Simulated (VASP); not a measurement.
# Li3MgCl3 in VASP: a series of runs, part 2 of 2

VASP 6.6.1.

## (4) Relaxation of cell and atoms, PBE

Contents of INCAR:

```
  ALGO = Normal
  EDIFF = 1E-6
  EDIFFG = -0.01
  ENCUT = 600
  GGA = PE
  IBRION = 2
  ISIF = 3
  ISMEAR = 0
  LASPH = T
  LCHARG = F
  LREAL = F
  LWAVE = F
  NELM = 100
  NSW = 100
  PREC = Accurate
  SIGMA = 0.02
```

Contents of KPOINTS:

```
k-points
0
Gamma
  6 6 6
```

Contents of POSCAR:

```
Li3MgCl3
1.0
    5.0009033698      0.0000000000      0.0000000000
    0.0000000000      5.0009033698      0.0000000000
    0.0000000000      0.0000000000      5.8299489848
Li Mg Cl
3 1 3
Direct
    0.5000000000      0.5000000000      0.5496559731
    0.5000000000      0.0000000000      0.1660565570
    0.0000000000      0.5000000000      0.1660565570
    0.0000000000      0.0000000000      0.8217660900
    0.5000000000      0.5000000000      0.1269062085
    0.0000000000      0.5000000000      0.5847793072
    0.5000000000      0.0000000000      0.5847793072
```

Potentials or basis: VASP PAW PBE potentials, release 64 (Li_sv, Mg, Cl).

Started as:

```console
cat potpaw_PBE.64/Li_sv/POTCAR potpaw_PBE.64/Mg/POTCAR potpaw_PBE.64/Cl/POTCAR > POTCAR
mpirun -np 1 vasp_std > vasp.out
```

OUTCAR:

```text
EDIFF = 1E-6
   EDIFFG = -0.01
   ENCUT = 600
   GGA = PE
   IBRION = 2
   ISIF = 3
   ISMEAR = 0
   LASPH = T
   LREAL = F
   NELM = 100
   NSW = 100
   PREC = Accurate

 ion  position               nearest neighbor table
   1  0.500  0.500  0.550-   5 2.46   6 2.51   7 2.51   7 2.51   6 2.51
   2  0.500  0.000  0.166-   7 2.44   5 2.51   5 2.51
   3  0.000  0.500  0.166-   6 2.44   5 2.51   5 2.51
   4  0.000  0.000  0.822-   6 2.86   7 2.86   6 2.86   7 2.86
   5  0.500  0.500  0.127-   1 2.46   2 2.51   3 2.51   2 2.51   3 2.51
   6  0.000  0.500  0.585-   3 2.44   1 2.51   1 2.51   4 2.86   4 2.86
   7  0.500  0.000  0.585-   2 2.44   1 2.51   1 2.51   4 2.86   4 2.86

  LATTYP: Found a simple tetragonal cell.
 ALAT       =     5.0009033698
 C/A-ratio  =     1.1657791710

  Lattice vectors:

 A1 = (   5.0009033698,   0.0000000000,   0.0000000000)
 A2 = (   0.0000000000,   5.0009033698,   0.0000000000)
 A3 = (   0.0000000000,   0.0000000000,   5.8299489848)

Analysis of symmetry for initial positions (statically):
=====================================================================
 Subroutine PRICEL returns:
 Original cell was already a primitive cell.

[... 235 lines left out ...]
 cond. band min:       4.2271640675   @ k =   0.0000   0.0000   0.5000
 fundamental gap:      1.3328517499
 Fermi energy:         2.9787387692

 k-point     1 :       0.0000    0.0000    0.0000
  band No.  band energies     occupation
      1     -44.3417      2.00000
      2     -44.1728      2.00000
      3     -44.1706      2.00000
      4     -13.9717      2.00000
      5     -13.4884      2.00000
      6     -13.3336      2.00000
[... 541 lines left out ...]
     19       5.7866      0.00000
     20       7.1903      0.00000

 [... further k-points ...]
[... 5 lines left out ...]
  --------------------------------------------------------------------------------------
  -------------------------------------------------------------------------------------
  Total        0.0052161      0.0052161     -0.0000159      0.0000000      0.0000000      0.0000000
  in kB        0.0573150      0.0573150     -0.0001747      0.0000000      0.0000000      0.0000000
  external PRESSURE =       0.0381518 kB  Pullay stress =       0.0000000 kB

 VOLUME and BASIS-vectors are now :
 -----------------------------------------------------------------------------
  energy-cutoff  :      600.00
  volume of cell :      145.81
      direct lattice vectors                 reciprocal lattice vectors
     5.001030363  0.000000000 -0.000000000     0.199958794  0.000000000  0.000000000
     0.000000000  5.001030363  0.000000000     0.000000000  0.199958794  0.000000000
     0.000000000  0.000000000  5.829988849     0.000000000  0.000000000  0.171526915

 POSITION                                       TOTAL-FORCE (eV/Angst)
 -----------------------------------------------------------------------------------
      2.50052      2.50052      3.20487         0.000000     -0.000000      0.007801
      2.50052      0.00000      0.96761         0.000000      0.000000     -0.009113
      0.00000      2.50052      0.96761         0.000000     -0.000000     -0.009113
      0.00000      0.00000      4.79128         0.000000      0.000000      0.006982
      2.50052      2.50052      0.73968         0.000000      0.000000     -0.003486
      0.00000      2.50052      3.40946        -0.000000     -0.000000      0.003464
      2.50052      0.00000      3.40946         0.000000      0.000000      0.003464
 -----------------------------------------------------------------------------------
    total drift:                                0.000000      0.000000      0.000735

  FREE ENERGIE OF THE ION-ELECTRON SYSTEM (eV)
  ---------------------------------------------------
  free  energy   TOTEN  =       -21.8453638246 eV

  energy  without entropy=      -21.8453638246  energy(sigma->0) =      -21.84536382

 reached required accuracy - stopping structural energy minimisation
```

Wall time 2.5 min (1 thread of Oxide Virtual Turin-like, shared host); peak memory 0.32 GiB.

Results:

```yaml
Free_energy: -21.8454 eV
Energy_gained_by_relaxing: 0.0 meV/atom
Ionic_steps: 2
Pressure_after_relaxing: 0.0 GPa
Largest_force_after_relaxing: 0.009 eV/Å
Band_gap_on_the_k_mesh: 1.33 eV, indirect (least direct gap 1.74 eV)
```

Forces in eV/Å, atoms in the order of the input:
```
Li   0.000  0.000  0.008
Li   0.000  0.000 -0.009
Li   0.000  0.000 -0.009
Mg   0.000  0.000  0.007
Cl   0.000  0.000 -0.003
Cl   0.000  0.000  0.003
Cl   0.000  0.000  0.003
```

Final structure:
```
CELL_PARAMETERS angstrom
5.00103 0.00000 0.00000
0.00000 5.00103 0.00000
0.00000 0.00000 5.82999
ATOMIC_POSITIONS crystal
Li 0.50000 0.50000 0.54972
Li 0.50000 0.00000 0.16597
Li 0.00000 0.50000 0.16597
Mg 0.00000 0.00000 0.82183
Cl 0.50000 0.50000 0.12688
Cl 0.00000 0.50000 0.58481
Cl 0.50000 0.00000 0.58481
```

Caveat: the cutoff is under 1.25 times the usual one of these potentials, so pressure, stress and relaxed cells hold a basis-set (Pulay) error.

## (5) Overview

| task | cell | k mesh | cutoff (eV) | smearing | gap on the mesh (eV) | largest force (eV/Å) |
| --- | --- | --- | --- | --- | --- | --- |
| single point | a = 5.001, b = 5.001, c = 5.830 Å, angles 90.0, 90.0, 90.1°, 7 atoms | 4 × 4 × 4 | 520 | gaussian 0.1 eV | 1.33 | 0.01 |
| single point | a = 5.005, b = 5.005, c = 5.831 Å, 7 atoms | 6 × 6 × 6 | 520 | gaussian 0.02 eV | 1.34 | - |
| relaxation of cell and atoms | relaxed from a = 5.001, b = 5.001, c = 5.830 Å, 7 atoms | 6 × 6 × 6 | 600 | gaussian 0.02 eV | 1.33 | 0.01 |

Alike in all rows: level PBE; potentials or basis VASP PAW PBE potentials, release 64 (Li_sv, Mg, Cl); no spin polarisation.

Caveats: the cutoff is under 1.25 times the usual one of these potentials, so pressure, stress and relaxed cells hold a basis-set (Pulay) error.

Absolute energies hang on the potentials; compare differences alone.
